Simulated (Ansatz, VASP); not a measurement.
## SnO: VASP beside Ansatz

```xyz
4
Lattice="3.8137 0.0000 0.0000 0.0000 3.8137 0.0000 0.0000 0.0000 4.8869" Properties=species:S:1:pos:R:3 pbc="T T T"
Sn    1.9068    0.0000    3.7367
Sn    0.0000    1.9068    1.1503
O     0.0000    0.0000    0.0000
O     1.9068    1.9068    0.0000
```

Alike in both runs: functional PBE; k mesh 5 × 5 × 5; occupations fermi-dirac, width 0.05 eV; non-collinear spin, spin-orbit coupling.

```csv
,VASP,Ansatz
version,VASP 6.6.1,Ansatz 0.2.0
potentials or method,"VASP PAW PBE potentials, release 64 (Sn_d, O)",Ansatz PAW
plane-wave cutoff (eV),520,420
valence electrons in the cell,40,40
task,single point,band structure
```

Ansatz gave:

```
pressure (GPa)                                                : 3.6
traceless stress, the component that is largest in VASP (GPa) : -0.58
rms of the force components (eV/Å)                            : 0.150
net moment per atom (μB)                                      : 0.00
```

Estimate VASP's values.

pressure (GPa): 3.8; traceless stress, the component that is largest in VASP (GPa): -0.57; rms of the force components (eV/Å): 0.185; net moment per atom (μB): 0.00.

Atom by atom the forces differ by 0.035 eV/Å (rms over components).
